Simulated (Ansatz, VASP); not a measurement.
# One calculation of AlInAsP3, two programs

```
Al In P As
1.0
     4.99603    0.00000    0.00000
    -2.49801    4.32668    0.00000
     0.00000    0.00000    5.27488
Al In P As
1 1 3 1
Direct
  0.33333 0.66667 0.00000
  0.00000 0.00000 0.00000
  0.63800 0.81900 0.50000
  0.18100 0.81900 0.50000
  0.18100 0.36200 0.50000
  0.66667 0.33333 0.00000
```

Change from the starting cell: species swapped into the LaAlCuNi3 type (P-6m2, No. 187).

Alike in both runs: functional PBE; k mesh 3 × 3 × 4; occupations gaussian, width 0.1 eV; no spin polarisation.

Ansatz relaxed the structure, and its values are those at the end. VASP's run is a single point on that final structure, the one shown.

|  | VASP | Ansatz |
| --- | --- | --- |
| version | VASP 6.6.1 | Ansatz 0.2.0 |
| potentials or method | VASP PAW PBE potentials, release 64 (Al, In_d, P, As), cutoff 500 eV | scalar-relativistic, plane waves, PAW |
| valence electrons in the cell | 36 | 46 |

Ansatz gave:

- gap on the k mesh at the Fermi level (eV): none
- pressure (GPa): 0.0
- rms of the force components (eV/Å): 0.003

Which values does VASP return?

gap on the k mesh at the Fermi level (eV): none; pressure (GPa): -0.1; rms of the force components (eV/Å): 0.025.

A gap of «none» marks a metal or a gap that the smearing closes. With one functional, cell and mesh, what is left measures potentials, basis and numerics. VASP's potentials hold 36 valence electrons a cell and Ansatz's 46, so a difference there can come from the potentials and not from the codes.

The k mesh is coarse, so the values compare programs but aren't converged.
